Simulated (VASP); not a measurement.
Wanted: the native input for a VASP 6.6.1 run.

- Task: single point
- Functional: PBE
- Potentials or basis: VASP PAW PBE potentials, release 64 (Ge_d)
- Cutoff: 520 eV
- k mesh: 14 × 14 × 14
- Occupations: gaussian, width 0.1 eV
- Spin: no spin polarisation
- Dipole correction: no
- Further INCAR settings: ALGO = Normal; EDIFF = 1e-06; NBANDS = 21

The structure of Ge lies in POSCAR:

```
Ge
1.0
    0.0000000000      2.8217334952      2.8217334952
    2.8217334952      0.0000000000      2.8217334952
    2.8217334952      2.8217334952      0.0000000000
Ge
2
Direct
    0.0000000000      0.0000000000      0.0000000000
    0.2500000000      0.2500000000      0.2500000000
```

This cell differs from its parent crystal: volume scaled by 0.94.

The input as run:

INCAR

```
ALGO = Normal ; EDIFF = 1E-6
ENCUT = 520 ; GGA = PE
ISIF = 2 ; ISMEAR = 0
LASPH = T ; LCHARG = T
LELF = T ; LREAL = F
LVHAR = T ; LWAVE = F
NBANDS = 21 ; NELM = 100
PREC = Accurate ; SIGMA = 0.1
```

KPOINTS

```
k-points
0
Gamma
  14 14 14
```

Potentials or basis: VASP PAW PBE potentials, release 64 (Ge_d).

Command:

```console
$ cat potpaw_PBE.64/Ge_d/POTCAR > POTCAR
$ mpirun -np 1 vasp_std > vasp.out
```

It gave:

```
Pressure               : 4.1 GPa
Band gap on the k mesh : 0.10 eV, direct
```

Wall time 36 s on 1 thread of Intel(R) Xeon(R) 6975P-C (Granite Rapids), on a shared host, peak memory 0.21 GiB.
